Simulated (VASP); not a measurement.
Input of a VASP 6.6.1 run:

File INCAR:

```
SYSTEM = AgBr
PREC     = Accurate       ! precision mode
ENCUT    = 500            ! plane-wave cutoff, eV
EDIFF    = 1E-6           ! SCF threshold, eV
ISMEAR   = -1             ! smearing method
SIGMA    = 0.03           ! smearing width, eV
LREAL    = .FALSE.        ! projectors in reciprocal space
LASPH    = .TRUE.         ! aspherical terms in the spheres
NELM     = 120            ! most SCF steps
ALGO     = Normal         ! electronic algorithm
ISIF     = 2              ! what is computed and relaxed
LWAVE    = .FALSE.        ! write WAVECAR
LCHARG   = .FALSE.        ! write CHGCAR
GGA      = CA             ! functional
NBANDS   = 16             ! bands
GGA_COMPAT= .FALSE.
```

File KPOINTS:

```
Automatic mesh
0
G
  7 7 7
  0 0 0
```

The input POSCAR:

```
AgBr
1.0
    0.0000000000      2.8860500000      2.9437710000
    2.8860500000      0.0000000000      2.9437710000
    2.8860500000      2.8860500000      0.0000000000
Ag Br
1 1
Direct
    0.5000000000      0.5000000000      0.5000000000
    0.0000000000      0.0000000000      0.0000000000
```

Potentials or basis: VASP PAW LDA potentials, release 64 (Ag, Br).

Run with:

```console
$ cat potpaw_LDA.64/Ag/POTCAR potpaw_LDA.64/Br/POTCAR > POTCAR
$ mpirun -np 1 vasp_std > vasp.out
```

Problem. Estimate the pressure.

Solution. -5.4 GPa.

Problem. Estimate the band gap on the k mesh.

Solution. 0.43 eV (least direct gap 2.17 eV).

Stress tensor (GPa, compression positive):
```
-5.35  0.00  0.00
 0.00 -5.35  0.00
 0.00  0.00 -5.52
```

Caveat: the cell differs from its parent crystal (zz strain of +2 %); the cell stands under tension; an odd mesh through Γ misses points on the zone boundary, where band edges can lie.
